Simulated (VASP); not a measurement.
Wanted: the native input for a VASP 6.6.1 run.

```
Task                   : single point
Functional             : r2SCAN
Potentials or basis    : VASP PAW PBE potentials, release 64 (Al, N)
Cutoff                 : 520 eV
k mesh                 : 9 × 9 × 6
Occupations            : gaussian, width 0.01 eV
Spin                   : no spin polarisation
Dipole correction      : no
Further INCAR settings : ALGO = Normal; EDIFF = 1e-06; NBANDS = 16
```

AlN (scanat):

```
Al N
1.0
     3.11358    0.00000    0.00000
    -1.55679    2.69644    0.00000
     0.00000    0.00000    4.98313
Al N
2 2
Direct
  0.33333 0.66667 0.99999
  0.66667 0.33333 0.49999
  0.33333 0.66667 0.38201
  0.66667 0.33333 0.88201
```

One way to write it, as run:

POSCAR

```
AlN
1.0
    3.1135756528      0.0000000000      0.0000000000
   -1.5567878264      2.6964356119      0.0000000000
    0.0000000000      0.0000000000      4.9831268775
Al N
2 2
Direct
    0.3333333333      0.6666666667     -0.0000061733
    0.6666666667      0.3333333333      0.4999938267
    0.3333333333      0.6666666667      0.3820061733
    0.6666666667      0.3333333333      0.8820061733
```

INCAR.step1

```
  PREC = Accurate
  ENCUT = 520
  ISMEAR = 0
  SIGMA = 0.01
  LREAL = False
  LASPH = True
  NELM = 100
  NBANDS = 16
  GGA = PE
  ALGO = Normal
  EDIFF = 1E-4
  LWAVE = True
  LCHARG = False
```

INCAR.step2

```
  PREC = Accurate
  ENCUT = 520
  EDIFF = 1E-6
  ISMEAR = 0
  SIGMA = 0.01
  LREAL = False
  LASPH = True
  NELM = 100
  ALGO = Normal
  ISIF = 2
  LWAVE = False
  LCHARG = True
  METAGGA = R2SCAN
  LMIXTAU = True
  LELF = True
  LVHAR = True
  NBANDS = 16
  ISTART = 1
```

KPOINTS

```
regular mesh
0
Gamma
  9 9 6
```

Potentials or basis: VASP PAW PBE potentials, release 64 (Al, N).

Run with:

```console
$ cat potpaw_PBE.64/Al/POTCAR potpaw_PBE.64/N/POTCAR > POTCAR
$ cp INCAR.step1 INCAR
$ mpirun -np 1 vasp_std > vasp.out
$ cp INCAR.step2 INCAR
$ mpirun -np 1 vasp_std > vasp.out
```

Results of the run:

```yaml
Pressure: -1.5 GPa
Largest_force: 0.012 eV/Å
Band_gap_on_the_k_mesh: 4.86 eV, direct
```

Caveat: the PAW data sets were made with another functional, which shifts forces and pressure a little.

It took 54 s on 1 thread of Intel(R) Xeon(R) Platinum 8488C (Sapphire Rapids), on a shared host, peak memory 0.17 GiB.
